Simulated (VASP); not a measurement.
Here is a VASP 6.6.1 calculation.

The input POSCAR:

```
SiO2
1.0
    2.6865491418      0.0000000000      0.0000000000
   -1.3432745709      2.3266198053      0.0000000000
    0.0000000000      0.0000000000      4.6030312395
Si O
1 2
Direct
    0.0000000000      0.0000000000      0.5000000000
    0.3333333333      0.6666666667      0.6989404799
    0.6666666667      0.3333333333      0.3010595201
```

The input INCAR.step1:

```
PREC = Accurate
ENCUT = 520
EDIFF = 1E-6
ISMEAR = 0
SIGMA = 0.02
LREAL = False
LASPH = True
NELM = 60
ALGO = Normal
ISIF = 2
LWAVE = False
LCHARG = True
GGA = PE
IVDW = 12
NBANDS = 15
```

Contents of KPOINTS.step1:

```
Automatic mesh
0
Gamma
  12 12 6
```

The input INCAR.step2:

```
PREC = Accurate
ENCUT = 520
EDIFF = 1E-6
ISMEAR = -5
SIGMA = 0.02
LREAL = False
LASPH = True
NELM = 60
ALGO = Normal
ISIF = 2
LWAVE = False
LCHARG = False
GGA = PE
IVDW = 12
LORBIT = 11
NEDOS = 2001
ICHARG = 11
```

File KPOINTS.step2:

```
Automatic mesh
0
Gamma
  18 18 9
```

Potentials or basis: VASP PAW PBE potentials, release 64 (Si, O).

Command:

```bash
$ cat potpaw_PBE.64/Si/POTCAR potpaw_PBE.64/O/POTCAR > POTCAR
$ cp INCAR.step1 INCAR
$ cp KPOINTS.step1 KPOINTS
$ mpirun -np 1 vasp_std > vasp.out
$ cp INCAR.step2 INCAR
$ cp KPOINTS.step2 KPOINTS
$ mpirun -np 1 vasp_std > vasp.out
```

(1) What does it give for the dispersion energy per atom?

## Answers

(1) -0.187 eV.
